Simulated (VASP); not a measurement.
# Pt (Im-3m) in VASP: single point with PBE

Aim: the single point of Pt with PBE.

Everything below comes from runs of VASP 6.6.1. Logs are shortened: lines on timing, memory, paths and dates and some standing lists are left out, and cuts for length are marked.

### 1 The cell of the first run

Symmetry: Im-3m, No. 229, cubic system. The conventional cell has a = 3.168 Å, b = 3.168 Å, c = 3.168 Å, α = 90.00°, β = 90.00°, γ = 90.00°. Pt (site symmetry m-3m) has 14 Pt at 2.74 to 3.17 Å within 3.6 Å.

### 2 Single point, PBE

The input, INCAR:

```
PREC = Accurate ; ENCUT = 520
EDIFF = 1E-7 ; ISMEAR = 0
SIGMA = 0.05 ; LREAL = F
LASPH = T ; NELM = 60
ALGO = Normal ; ISIF = 2
LWAVE = F ; LCHARG = F
GGA = PE ; NBANDS = 11
```

The input, KPOINTS:

```
regular mesh
0
Gamma
  18 18 18
```

The input, POSCAR:

```
Pt
1.0
   -1.5842200000      1.5842200000      1.5842200000
    1.5842200000     -1.5842200000      1.5842200000
    1.5842200000      1.5842200000     -1.5842200000
Pt
1
Direct
    0.0000000000      0.0000000000      0.0000000000
```

Potentials or basis: VASP PAW PBE potentials, release 64 (Pt).

Command:

```
$ cat potpaw_PBE.64/Pt/POTCAR > POTCAR
$ mpirun -np 1 vasp_std > vasp.out
```

OUTCAR:

```text
PREC = Accurate
   ENCUT = 520
   EDIFF = 1E-7
   ISMEAR = 0
   LREAL = F
   LASPH = T
   NELM = 60
   ISIF = 2
   GGA = PE

 ion  position               nearest neighbor table
   1  0.000  0.000  0.000-

  LATTYP: Found a body centered cubic cell.
 ALAT       =     3.1684400000

  Lattice vectors:

 A1 = (  -1.5842200000,   1.5842200000,   1.5842200000)
 A2 = (   1.5842200000,  -1.5842200000,   1.5842200000)
 A3 = (   1.5842200000,   1.5842200000,  -1.5842200000)

Analysis of symmetry for initial positions (statically):
=====================================================================
 Subroutine PRICEL returns:
 Original cell was already a primitive cell.

 Routine SETGRP: Setting up the symmetry group for a
 body centered cubic supercell.

 Subroutine GETGRP returns: Found 48 space group operations
 (whereof 48 operations were pure point group operations)
 out of a pool of 48 trial point group operations.

The static configuration has the point symmetry O_h .

Analysis of symmetry for dynamics (positions and initial velocities):
=====================================================================
 Subroutine PRICEL returns:
 Original cell was already a primitive cell.

 Routine SETGRP: Setting up the symmetry group for a
 body centered cubic supercell.

 Subroutine GETGRP returns: Found 48 space group operations
 (whereof 48 operations were pure point group operations)
 out of a pool of 48 trial point group operations.

The dynamic configuration has the point symmetry O_h .

 Subroutine INISYM returns: Found 48 space group operations
 (whereof 48 operations are pure point group operations),
 and found     1 'primitive' translations

----------------------------------------------------------------------------------------

                                     Primitive cell

  volume of cell :      15.9040

  direct lattice vectors                    reciprocal lattice vectors
    -1.584220000  1.584220000  1.584220000     0.000000000  0.315612731  0.315612731
     1.584220000 -1.584220000  1.584220000     0.315612731  0.000000000  0.315612731
     1.584220000  1.584220000 -1.584220000     0.315612731  0.315612731  0.000000000

  length of vectors
     2.743949530  2.743949530  2.743949530     0.446343804  0.446343804  0.446343804

  position of ions in fractional coordinates (direct lattice)
     0.000000000  0.000000000  0.000000000

  ion indices of the primitive-cell ions
   primitive index   ion index
                 1           1

----------------------------------------------------------------------------------------

 KPOINTS: regular mesh

Automatic generation of k-mesh.
 Grid dimensions read from file:
 generate k-points for:   18   18   18

 Generating k-lattice:

  Cartesian coordinates                     Fractional coordinates (reciprocal lattice)
     0.000000000  0.017534041  0.017534041     0.055555556  0.000000000  0.000000000
     0.017534041  0.000000000  0.017534041     0.000000000  0.055555556  0.000000000
     0.017534041  0.017534041  0.000000000     0.000000000  0.000000000  0.055555556

  Length of vectors
     0.024796878  0.024796878  0.024796878

  Shift w.r.t. Gamma in fractional coordinates (k-lattice)
     0.000000000  0.000000000  0.000000000

 Subroutine IBZKPT returns following result:
 ===========================================

 Found    195 irreducible k-points:

 Following reciprocal coordinates:
            Coordinates               Weight
  0.000000  0.000000  0.000000      1.000000
  0.055556  0.000000  0.000000     12.000000
  0.111111  0.000000  0.000000     12.000000
  0.166667  0.000000  0.000000     12.000000
  0.222222  0.000000  0.000000     12.000000
  0.277778  0.000000  0.000000     12.000000
[... 16 lines left out ...]
  0.333333  0.111111  0.000000     48.000000
  0.388889  0.111111  0.000000     48.000000
 [... further k-points ...]
   k-points           NKPTS =    195   k-points in BZ     NKDIM =    195   number of bands    NBANDS=     11
   number of dos      NEDOS =    301   number of ions     NIONS =      1
   total plane-waves  NPLWV =   8000
   dimension x,y,z NGX =    20 NGY =   20 NGZ =   20
   dimension x,y,z NGXF=    40 NGYF=   40 NGZF=   40
   ions per type =               1
   NGX,Y,Z   is equivalent  to a cutoff of  12.12, 12.12, 12.12 a.u.
   NGXF,Y,Z  is equivalent  to a cutoff of  24.23, 24.23, 24.23 a.u.
 SYSTEM =  unknown system
   PREC   = accura    normal or accurate (medium, high low for compatibility)
   ISTART =      0    job   : 0-new  1-cont  2-samecut
   ICHARG =      2    charge: 1-file 2-atom 10-const
   ISPIN  =      1    spin polarized calculation?
   LNONCOLLINEAR =      F non collinear calculations
   LSORBIT =      F    spin-orbit coupling
   LASPH  =      T    aspherical Exc in radial PAW
   ENCUT  =  520.0 eV  38.22 Ry    6.18 a.u.   5.10  5.10  5.10*2*pi/ulx,y,z
   NELM   =     60;   NELMIN=  2; NELMDL= -5     # of ELM steps
   EDIFF  = 0.1E-06   stopping-criterion for ELM
   LREAL  =      F    real-space projection
   EDIFFG = 0.1E-05   stopping-criterion for IOM
   NSW    =      0    number of steps for IOM
   IBRION =     -1    ionic relax: 0-MD 1-quasi-New 2-CG
   NFREE  =      0    steps in history (QN), initial steepest desc. (CG)
   ISIF   =      2    stress and relaxation
   ISYM   =      2    0-nonsym 1-usesym 2-fastsym
   POTIM  = 0.5000    time-step for ionic-motion
   TEBEG  =    0.0;   TEEND  =   0.0 temperature during run
   PSTRESS=    0.0 pullay stress
   NELECT =      10.0000    total number of electrons
   NUPDOWN=      -1.0000    fix difference up-down
   EMIN   =  10.00;   EMAX   =-10.00  energy-range for DOS
   EFERMI =   0.00;   METHOD = LEGACY
   ISMEAR =     0;   SIGMA  =   0.05  broadening in eV -4-tet -1-fermi 0-gaus
   EFERMI_NEDOS =   21; number of points for ismear=-14 and -15
   IALGO  =     38    algorithm
   IMIX   =      4    mixing-type and parameters
     AMIX     =   0.40;   BMIX     =  1.00
     AMIX_MAG =   1.60;   BMIX_MAG =  1.00
  volume/ion in A,a.u.               =      15.90       107.33
  Fermi-wavevector in a.u.,A,eV,Ry     =   1.402510  2.650360 26.763132  1.967035
  Thomas-Fermi vector in A             =   2.525265
   LORBIT       =      0    0 simple, 1 ext, 2 COOP (PROOUT), +10 PAW based schemes
   GGA     = PE    functional components
   LHFCALC =     F    Hartree Fock is set to
   AEXX    =    0.0000 exact exchange contribution
   IVDW    =     0    specifies the selected vdW correction
   LEPSILON=     F    determine dielectric tensor
   LRPA    =     F    only Hartree local field effects (RPA)
 non-spin polarized calculation
 Gauss-broadening in eV      SIGMA  =   0.05
  energy-cutoff  :      520.00
  volume of cell :       15.90
 maximum number of plane-waves:       444
   NGX = 11   NGY = 11   NGZ = 11

 number of electron      10.0000000 magnetization

 Free energy of the ion-electron system (eV)
  ---------------------------------------------------
  ext. energy  EPLUGINS =         0.00000000
  ---------------------------------------------------
  free energy    TOTEN  =        -6.00707805 eV

  energy without entropy =       -6.00637673  energy(sigma->0) =       -6.00672739

 E-fermi :  10.1213     XC(G=0): -13.1655

 val. band max:       10.1054169658   @ k =  -0.3889   0.3889   0.2222
 cond. band min:      10.1319816375   @ k =  -0.3889   0.5000   0.0556
 fundamental gap:      0.0265646716
 Fermi energy:        10.1213269414

 k-point     1 :       0.0000    0.0000    0.0000
  band No.  band energies     occupation
      1       0.6543      2.00000
      2       6.6353      2.00000
      3       6.6353      2.00000
      4       6.6353      2.00000
      5       9.0944      2.00000
      6       9.0944      2.00000
      7      27.1837      0.00000
      8      27.1837      0.00000
      9      27.1837      0.00000
     10      37.1375      0.00000
     11      37.1379      0.00000

 k-point     2 :       0.0556    0.0000    0.0000
  band No.  band energies     occupation
      1       0.7795      2.00000
      2       6.5865      2.00000
      3       6.6357      2.00000
      4       6.7348      2.00000
      5       9.0305      2.00000
      6       9.0975      2.00000
      7      27.2434      0.00000
      8      27.2837      0.00000
      9      27.3669      0.00000
     10      35.2498      0.00000
     11      35.7663      0.00000

 k-point     3 :       0.1111    0.0000    0.0000
  band No.  band energies     occupation
      1       1.1448      2.00000
      2       6.4486      2.00000
      3       6.6294      2.00000
      4       7.0287      2.00000
      5       8.8771      2.00000
      6       9.1088      2.00000
      7      27.3364      0.00000
      8      27.4214      0.00000
      9      27.9031      0.00000
     10      33.6321      0.00000
     11      33.9163      0.00000

 k-point     4 :       0.1667    0.0000    0.0000
  band No.  band energies     occupation
      1       1.7140      2.00000
      2       6.2448      2.00000
      3       6.6087      2.00000
      4       7.5028      2.00000
      5       8.7258      2.00000
      6       9.1318      2.00000
      7      27.0252      0.00000
      8      27.1906      0.00000
      9      28.7549      0.00000
     10      32.5696      0.00000
     11      32.7576      0.00000

 k-point     5 :       0.2222    0.0000    0.0000
  band No.  band energies     occupation
      1       2.4047      2.00000
      2       6.0059      2.00000
      3       6.6180      2.00000
      4       8.1309      2.00000
      5       8.6614      2.00000
      6       9.1700      2.00000
      7      25.5460      0.00000
      8      26.5667      0.00000
      9      29.8633      0.00000
     10      32.3465      0.00000
     11      32.5429      0.00000

 k-point     6 :       0.2778    0.0000    0.0000
  band No.  band energies     occupation
      1       3.0531      2.00000
      2       5.7638      2.00000
      3       6.8214      2.00000
      4       8.7063      2.00000
      5       8.8701      2.00000
      6       9.2233      2.00000
      7      23.3920      0.00000
      8      25.6436      0.00000
      9      30.5731      0.00000
     10      31.1473      0.00000
     11      32.8054      0.00000

 k-point     7 :       0.3333    0.0000    0.0000
  band No.  band energies     occupation
      1       3.4560      2.00000
      2       5.5463      2.00000
      3       7.4304      2.00000
      4       8.8354      2.00000
      5       9.2862      2.00000
      6       9.6533      2.00000
      7      21.0811      0.00000
      8      24.7246      0.00000
      9      28.7522      0.00000
     10      32.4948      0.00000
     11      33.3978      0.00000

 k-point     8 :       0.3889    0.0000    0.0000
  band No.  band energies     occupation
      1       3.5871      2.00000
      2       5.3756      2.00000
      3       8.3561      2.00000
      4       9.0837      2.00000
      5       9.3472      2.00000
      6      10.3792      0.00000
      7      18.8872      0.00000
      8      23.9848      0.00000
      9      27.2497      0.00000
     10      33.7437      0.00000
     11      33.8700      0.00000
[... 141 lines left out ...]
 k-point    19 :       0.1111    0.1111    0.0000
  band No.  band energies     occupation
      1       2.0454      2.00000
      2       6.2561      2.00000
      3       6.3858      2.00000
      4       7.8781      2.00000
      5       8.5975      2.00000
      6       9.2078      2.00000
      7      26.9668      0.00000
      8      27.1146      0.00000
      9      28.5570      0.00000
     10      30.9315      0.00000
     11      32.8856      0.00000

 k-point    20 :       0.1667    0.1111    0.0000
  band No.  band energies     occupation
      1       2.7238      2.00000
      2       6.0600      2.00000
      3       6.3015      2.00000
      4       8.5105      2.00000
      5       8.5817      2.00000
      6       9.2849      2.00000
      7      25.5000      0.00000
      8      26.3681      0.00000
      9      29.2033      0.00000
     10      29.6862      0.00000
     11      33.2786      0.00000

 k-point    21 :       0.2222    0.1111    0.0000
  band No.  band energies     occupation
      1       3.3778      2.00000
      2       5.8273      2.00000
      3       6.4026      2.00000
      4       8.5516      2.00000
      5       9.2813      2.00000
      6       9.4814      2.00000
      7      23.3290      0.00000
      8      25.5020      0.00000
      9      28.2900      0.00000
     10      30.3902      0.00000
     11      34.2381      0.00000

 k-point    22 :       0.2778    0.1111    0.0000
  band No.  band energies     occupation
      1       3.7881      2.00000
      2       5.6184      2.00000
      3       6.8458      2.00000
      4       8.6834      2.00000
      5       9.3945      2.00000
      6      10.3597      0.00000
      7      21.0310      0.00000
      8      24.6183      0.00000
      9      27.1377      0.00000
     10      31.5260      0.00000
     11      35.0524      0.00000

 k-point    23 :       0.3333    0.1111    0.0000
  band No.  band energies     occupation
      1       3.9096      2.00000
      2       5.4591      2.00000
      3       7.5634      2.00000
      4       8.8448      2.00000
      5       9.5183      2.00000
      6      11.3186      0.00000
      7      18.8443      0.00000
      8      23.8820      0.00000
      9      26.1072      0.00000
     10      32.6194      0.00000
     11      34.9103      0.00000

 k-point    24 :       0.3889    0.1111    0.0000
  band No.  band energies     occupation
      1       3.9025      2.00000
      2       5.3603      2.00000
      3       8.1841      2.00000
      4       8.9011      2.00000
      5       9.7907      2.00000
      6      12.2394      0.00000
      7      17.0116      0.00000
      8      23.3852      0.00000
      9      25.3847      0.00000
     10      33.4507      0.00000
     11      34.4291      0.00000

 [... further k-points ...]
[... 5 lines left out ...]
  --------------------------------------------------------------------------------------
  -------------------------------------------------------------------------------------
  Total       -0.1756248     -0.1756248     -0.1756248     -0.0000000     -0.0000000      0.0000000
  in kB      -17.6925285    -17.6925285    -17.6925285     -0.0000000     -0.0000000      0.0000000
  external PRESSURE =     -17.6925285 kB  Pullay stress =       0.0000000 kB

 VOLUME and BASIS-vectors are now :
 -----------------------------------------------------------------------------
  energy-cutoff  :      520.00
  volume of cell :       15.90
      direct lattice vectors                 reciprocal lattice vectors
    -1.584220000  1.584220000  1.584220000     0.000000000  0.315612731  0.315612731
     1.584220000 -1.584220000  1.584220000     0.315612731  0.000000000  0.315612731
     1.584220000  1.584220000 -1.584220000     0.315612731  0.315612731  0.000000000

 POSITION                                       TOTAL-FORCE (eV/Angst)
 -----------------------------------------------------------------------------------
      0.00000      0.00000      0.00000        -0.000000      0.000000      0.000000
 -----------------------------------------------------------------------------------
    total drift:                                0.000000     -0.000000      0.000000

  FREE ENERGIE OF THE ION-ELECTRON SYSTEM (eV)
  ---------------------------------------------------
  free  energy   TOTEN  =        -6.0070780508 eV

  energy  without entropy=       -6.0063767297  energy(sigma->0) =       -6.00672739
```

It took 14 s on 1 thread of Intel Xeon Platinum 8375C at 2.90GHz (Ice Lake), shared host; peak memory 0.15 GiB.

Results:

| Quantity | Value |
| --- | --- |
| Free energy | -6.0071 eV |
| Pressure | -1.8 GPa |
| Band gap on the k mesh | zero (band 5 reaches 11.09 eV, above the bottom of band 6 at 8.97 eV) |

Caveat: spin-orbit coupling is left out, which moves the levels of the heavy elements.
